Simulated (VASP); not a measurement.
Write the native input for VASP 6.6.1 that does the following.

```yaml
Task: single point
Functional: PBE
Potentials_or_basis: VASP PAW PBE potentials, release 64 (S)
Cutoff: 520 eV
k_mesh: 18 × 18 × 10
Occupations: fermi-dirac, width 0.08 eV
Spin: no spin polarisation
Dipole_correction: no
Further_INCAR_settings: ALGO = Normal; EDIFF = 1e-07; NBANDS = 13
```

The structure of S lies in POSCAR:

```
S
1.0
    2.6089921637      0.0000000000      0.0000000000
   -1.3044960818      2.2594534920      0.0000000000
    0.0000000000      0.0000000000      3.3129768855
S
2
Direct
    0.3333333333      0.6666666667      0.2500000000
    0.6666666667      0.3333333333      0.7500000000
```

This isn't the form of S at room conditions, which is orthorhombic, of S8 rings.

The input as run:

INCAR

```
SYSTEM = S
PREC = Accurate ; ENCUT = 520
EDIFF = 1E-7 ; ISMEAR = -1
SIGMA = 0.08 ; LREAL = .False.
LASPH = .True. ; NELM = 60
ALGO = Normal ; ISIF = 2
LWAVE = .False. ; LCHARG = .False.
GGA = PE ; NBANDS = 13
```

KPOINTS

```
Automatic mesh
0
Gamma
  18 18 10
  0 0 0
```

Potentials or basis: VASP PAW PBE potentials, release 64 (S).

The run is started by

```console
$ cat potpaw_PBE.64/S/POTCAR > POTCAR
$ mpirun -np 1 vasp_std > vasp.out
```

It gave:

```json
{
 "Pressure": "108.7 GPa",
 "Band gap on the k mesh": "zero (bands 6 and 7 overlap by 6.30 eV)"
}
```

Caveat: the cell stands under pressure.

Wall time 32 s on 1 thread of Intel(R) Xeon(R) Platinum 8488C (Sapphire Rapids), with other jobs on the host, peak memory 0.15 GiB.
